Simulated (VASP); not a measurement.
# TbBeC (P-6m2) in VASP: notebook, part 3 of 3

VASP 6.6.1. Earlier steps stand in the parts before.

### 6 Single point, PBE

Contents of INCAR:

```
SYSTEM = TbBeC
PREC     = Accurate       ! precision mode
ENCUT    = 600            ! plane-wave cutoff, eV
EDIFF    = 1E-6           ! SCF threshold, eV
ISMEAR   = -1             ! smearing method
SIGMA    = 0.15           ! smearing width, eV
LREAL    = .False.        ! projectors in reciprocal space
LASPH    = .True.         ! aspherical terms in the spheres
NELM     = 200            ! most SCF steps
ALGO     = Normal         ! electronic algorithm
ISIF     = 2              ! what is computed and relaxed
LWAVE    = .False.        ! write WAVECAR
LCHARG   = .True.         ! write CHGCAR
GGA      = PE             ! functional
LELF     = .True.         ! ELF
LVHAR    = .True.       
NBANDS   = 14             ! bands
GGA_COMPAT= .False.      
LMAXMIX  = 6              ! l up to which the mixer works
```

Contents of KPOINTS:

```
Automatic mesh
0
Gamma
  18 18 12
  0 0 0
```

Contents of POSCAR:

```
TbBeC
1.0
    3.3589459283      0.0000000000      0.0000000000
   -1.6794729641      2.9089325038      0.0000000000
    0.0000000000      0.0000000000      3.8257166026
Tb Be C
1 1 1
Direct
    0.6666666667      0.3333333333      0.0000000000
    0.0000000000      0.0000000000      0.5000000000
    0.3333333333      0.6666666667      0.5000000000
```

Potentials or basis: VASP PAW PBE potentials, release 64 (Tb_3, Be, C), 4f in core.

The run is started by

```console
$ cat potpaw_PBE.64/Tb_3/POTCAR potpaw_PBE.64/Be/POTCAR potpaw_PBE.64/C/POTCAR > POTCAR
$ mpirun -np 1 vasp_std > vasp.out
```

OUTCAR:

```text
SYSTEM = TbBeC
   PREC = Accurate
   ENCUT = 600
   EDIFF = 1E-6
   ISMEAR = -1
   LREAL = .False.
   LASPH = .True.
   NELM = 200
   ISIF = 2
   GGA = PE

 ion  position               nearest neighbor table
   1  0.667  0.333  0.000-   3 2.72   3 2.72   2 2.72   2 2.72   3 2.72   3 2.72   2 2.72   2 2.72
                             2 2.72   2 2.72   3 2.72   3 2.72
   2  0.000  0.000  0.500-   3 1.94   3 1.94   3 1.94   1 2.72   1 2.72   1 2.72   1 2.72   1 2.72
                             1 2.72
   3  0.333  0.667  0.500-   2 1.94   2 1.94   2 1.94   1 2.72   1 2.72   1 2.72   1 2.72   1 2.72
                             1 2.72

  LATTYP: Found a hexagonal cell.
 ALAT       =     3.3589459283
 C/A-ratio  =     1.1389634380

  Lattice vectors:

 A1 = (   3.3589459283,   0.0000000000,   0.0000000000)
 A2 = (  -1.6794729641,   2.9089325038,   0.0000000000)
 A3 = (   0.0000000000,   0.0000000000,   3.8257166026)

Analysis of symmetry for initial positions (statically):
=====================================================================
 Subroutine PRICEL returns:
 Original cell was already a primitive cell.

 Routine SETGRP: Setting up the symmetry group for a
 hexagonal supercell.

 Subroutine GETGRP returns: Found 12 space group operations
 (whereof 12 operations were pure point group operations)
 out of a pool of 24 trial point group operations.

The static configuration has the point symmetry D_3h.

Analysis of symmetry for dynamics (positions and initial velocities):
=====================================================================
 Subroutine PRICEL returns:
 Original cell was already a primitive cell.

 Routine SETGRP: Setting up the symmetry group for a
 hexagonal supercell.

 Subroutine GETGRP returns: Found 12 space group operations
 (whereof 12 operations were pure point group operations)
 out of a pool of 24 trial point group operations.

The dynamic configuration has the point symmetry D_3h.

 Subroutine INISYM returns: Found 12 space group operations
 (whereof 12 operations are pure point group operations),
 and found     1 'primitive' translations

----------------------------------------------------------------------------------------

                                     Primitive cell

  volume of cell :      37.3809

  direct lattice vectors                    reciprocal lattice vectors
     3.358945928  0.000000000  0.000000000     0.297712444  0.171884359  0.000000000
    -1.679472964  2.908932504  0.000000000     0.000000000  0.343768719  0.000000000
     0.000000000  0.000000000  3.825716603     0.000000000  0.000000000  0.261388938

  length of vectors
     3.358945928  3.358945928  3.825716603     0.343768719  0.343768719  0.261388938

  position of ions in fractional coordinates (direct lattice)
     0.666666667  0.333333333  0.000000000
     0.000000000  0.000000000  0.500000000
     0.333333333  0.666666667  0.500000000

  ion indices of the primitive-cell ions
   primitive index   ion index
                 1           1
                 2           2
                 3           3
[... 34 lines left out ...]
  0.277778  0.000000  0.000000      6.000000
[... 16 lines left out ...]
  0.333333  0.111111  0.000000     12.000000
  0.388889  0.111111  0.000000     12.000000
 [... further k-points ...]
   k-points           NKPTS =    259   k-points in BZ     NKDIM =    259   number of bands    NBANDS=     14
   number of dos      NEDOS =    301   number of ions     NIONS =      3
   total plane-waves  NPLWV =  25088
   dimension x,y,z NGX =    28 NGY =   28 NGZ =   32
   dimension x,y,z NGXF=    56 NGYF=   56 NGZF=   64
   ions per type =               1   1   1
   NGX,Y,Z   is equivalent  to a cutoff of  13.86, 13.86, 13.91 a.u.
   NGXF,Y,Z  is equivalent  to a cutoff of  27.72, 27.72, 27.81 a.u.
 SYSTEM =  TbBeC
   PREC   = accura    normal or accurate (medium, high low for compatibility)
   ISTART =      0    job   : 0-new  1-cont  2-samecut
   ICHARG =      2    charge: 1-file 2-atom 10-const
   ISPIN  =      1    spin polarized calculation?
   LNONCOLLINEAR =      F non collinear calculations
   LSORBIT =      F    spin-orbit coupling
   LASPH  =      T    aspherical Exc in radial PAW
   ENCUT  =  600.0 eV  44.10 Ry    6.64 a.u.   6.71  6.71  7.64*2*pi/ulx,y,z
   NELM   =    200;   NELMIN=  2; NELMDL= -5     # of ELM steps
   EDIFF  = 0.1E-05   stopping-criterion for ELM
   LREAL  =      F    real-space projection
   EDIFFG = 0.1E-04   stopping-criterion for IOM
   NSW    =      0    number of steps for IOM
   IBRION =     -1    ionic relax: 0-MD 1-quasi-New 2-CG
   NFREE  =      0    steps in history (QN), initial steepest desc. (CG)
   ISIF   =      2    stress and relaxation
   ISYM   =      2    0-nonsym 1-usesym 2-fastsym
   POTIM  = 0.5000    time-step for ionic-motion
   TEBEG  =    0.0;   TEEND  =   0.0 temperature during run
   PSTRESS=    0.0 pullay stress
   NELECT =      15.0000    total number of electrons
   NUPDOWN=      -1.0000    fix difference up-down
   EMIN   =  10.00;   EMAX   =-10.00  energy-range for DOS
   EFERMI =   0.00;   METHOD = LEGACY
   ISMEAR =    -1;   SIGMA  =   0.15  broadening in eV -4-tet -1-fermi 0-gaus
   EFERMI_NEDOS =   21; number of points for ismear=-14 and -15
   IALGO  =     38    algorithm
   IMIX   =      4    mixing-type and parameters
     AMIX     =   0.40;   BMIX     =  1.00
     AMIX_MAG =   1.60;   BMIX_MAG =  1.00
  volume/ion in A,a.u.               =      12.46        84.09
  Fermi-wavevector in a.u.,A,eV,Ry     =   1.207505  2.281853 19.838208  1.458067
  Thomas-Fermi vector in A             =   2.343140
   LORBIT       =      0    0 simple, 1 ext, 2 COOP (PROOUT), +10 PAW based schemes
   GGA     = PE    functional components
   LHFCALC =     F    Hartree Fock is set to
   AEXX    =    0.0000 exact exchange contribution
   IVDW    =     0    specifies the selected vdW correction
   LEPSILON=     F    determine dielectric tensor
   LRPA    =     F    only Hartree local field effects (RPA)
 non-spin polarized calculation
  energy-cutoff  :      600.00
  volume of cell :       37.38
 maximum number of plane-waves:      1266
 NGX is ok and might be reduce to    28
   NGX = 13   NGY = 13   NGZ = 15

 number of electron      14.9999999 magnetization

 Free energy of the ion-electron system (eV)
  ---------------------------------------------------
  ext. energy  EPLUGINS =         0.00000000
  ---------------------------------------------------
  free energy    TOTEN  =       -18.28954674 eV

  energy without entropy =      -18.18319342  energy(sigma->0) =      -18.23637008

 E-fermi :   5.2037     XC(G=0): -11.4351

 val. band max:        5.2034953774   @ k =   0.3333   0.3333   0.2500
 cond. band min:       5.2086890042   @ k =   0.2778   0.0000   0.3333
 fundamental gap:      0.0051936268
 Fermi energy:         5.2036792152

 k-point     1 :       0.0000    0.0000    0.0000
  band No.  band energies     occupation
      1     -16.2849      2.00000
      2     -15.7876      2.00000
      3     -15.7876      2.00000
      4      -6.1399      2.00000
      5       4.0380      1.99916
      6       4.0380      1.99916
      7       4.0603      1.99902
      8       4.1547      1.99816
      9       8.7468      0.00000
     10       9.7086      0.00000
     11       9.7086      0.00000
     12      11.0506      0.00000
     13      11.0506      0.00000
     14      13.0474      0.00000
[... 377 lines left out ...]
      1     -16.8116      2.00000
      2     -16.1116      2.00000
      3     -16.0802      2.00000
      4      -4.1832      2.00000
      5       0.1646      2.00000
      6       2.9367      2.00000
      7       2.9571      2.00000
      8       5.4181      0.38629
      9       7.2754      0.00000
     10      10.0409      0.00000
     11      11.1751      0.00000
     12      11.3655      0.00000
     13      13.3915      0.00000
     14      15.1721      0.00000

 [... further k-points ...]

------------------------ aborting loop because EDIFF is reached ----------------------------------------

  FORCE on cell =-STRESS in cart. coord.  units (eV):
  Direction    XX          YY          ZZ          XY          YZ          ZX
  --------------------------------------------------------------------------------------
  -------------------------------------------------------------------------------------
  Total        0.1106738      0.1106738      0.1027757      0.0000000     -0.0000000     -0.0000000
  in kB        4.7435762      4.7435762      4.4050565      0.0000000     -0.0000000     -0.0000000
  external PRESSURE =       4.6307363 kB  Pullay stress =       0.0000000 kB

 VOLUME and BASIS-vectors are now :
 -----------------------------------------------------------------------------
  energy-cutoff  :      600.00
  volume of cell :       37.38
      direct lattice vectors                 reciprocal lattice vectors
     3.358945928  0.000000000  0.000000000     0.297712444  0.171884359  0.000000000
    -1.679472964  2.908932504  0.000000000     0.000000000  0.343768719  0.000000000
     0.000000000  0.000000000  3.825716603     0.000000000  0.000000000  0.261388938

 POSITION                                       TOTAL-FORCE (eV/Angst)
 -----------------------------------------------------------------------------------
      1.67947      0.96964      0.00000         0.000000      0.000000      0.000000
      0.00000      0.00000      1.91286         0.000000      0.000000      0.000000
     -0.00000      1.93929      1.91286        -0.000000      0.000000      0.000000
 -----------------------------------------------------------------------------------
    total drift:                                0.000000     -0.000000     -0.000000

  FREE ENERGIE OF THE ION-ELECTRON SYSTEM (eV)
  ---------------------------------------------------
  free  energy   TOTEN  =       -18.2895467352 eV

  energy  without entropy=      -18.1831934238  energy(sigma->0) =      -18.23637008
```

Run time: 65 s. Hardware: 1 thread of AMD EPYC 9R45 (Zen 5), shared host; peak memory 0.3 GiB.

Results:

```
Free energy            : -18.2895 eV
Pressure               : 0.5 GPa
Band gap on the k mesh : zero (an odd number of electrons rules out a gap without spin polarisation)
```

Levels at points of the mesh, in eV from the Fermi level:
| k point | band 4 | band 5 | band 6 | band 7 | band 8 | band 9 | band 10 | band 11 | band 12 | band 13 |
| --- | --- | --- | --- | --- | --- | --- | --- | --- | --- | --- |
| (0.00, 0.00, 0.00) | -11.34 | -1.17 | -1.17 | -1.14 | -1.05 | 3.54 | 4.50 | 4.50 | 5.85 | 5.85 |
| (0.50, 0.00, 0.00) | -9.39 | -5.25 | -2.38 | -1.57 | -0.63 | 3.16 | 4.55 | 5.75 | 6.74 | 7.43 |
| (0.00, 0.00, 0.50) | -9.75 | -5.17 | -0.41 | -0.41 | 2.73 | 2.73 | 2.86 | 3.19 | 3.19 | 5.85 |
| (0.50, 0.00, 0.50) | -9.72 | -4.28 | -2.71 | -2.59 | -0.12 | 4.01 | 5.68 | 7.66 | 7.87 | 8.74 |

Caveat: spin-orbit coupling is left out, which moves the levels of the heavy elements; the 4f electrons are frozen in the core, so they carry no moment and show no levels.

### 7 Summary

```tsv
task	cell	k mesh	smearing	gap on the mesh (eV)	pressure (GPa)
single point	a = 3.364, b = 3.364, c = 3.815 Å, angles 90.0, 90.0, 120.0°, 3 atoms	6 × 6 × 6	gaussian 0.1 eV	none	0.5
single point	a = 4.040, b = 4.040, c = 3.373 Å, angles 90.0, 90.0, 120.0°, 3 atoms	6 × 6 × 6	gaussian 0.1 eV	none	-19.1
relaxation of cell and atoms	relaxed from a = 4.040, b = 4.040, c = 3.373 Å, angles 90.0, 90.0, 120.0°, 3 atoms	6 × 6 × 6	gaussian 0.1 eV	none	0.1
single point	a = 3.364, b = 3.364, c = 3.824 Å, angles 90.0, 90.0, 120.0°, 3 atoms	18 × 18 × 12	gaussian 0.1 eV	none	0.5
single point	a = 3.359, b = 3.359, c = 3.826 Å, angles 90.0, 90.0, 120.0°, 3 atoms	18 × 18 × 12	fermi-dirac 0.15 eV	none	0.5
```

Alike in all rows: level PBE; potentials or basis VASP PAW PBE potentials, release 64 (Tb_3, Be, C), 4f in core; no spin polarisation; cutoff (eV) 600.

Caveats: spin-orbit coupling is left out, which moves the levels of the heavy elements; the 4f electrons are frozen in the core, so they carry no moment and show no levels; the stress differs along the axes, from -31 to 5 GPa (at least some runs).

Total energies depend on the potentials used, so only differences within one code and one set of settings carry meaning.

The gap in the log of VASP goes by the Fermi energy; the results here count the filled bands.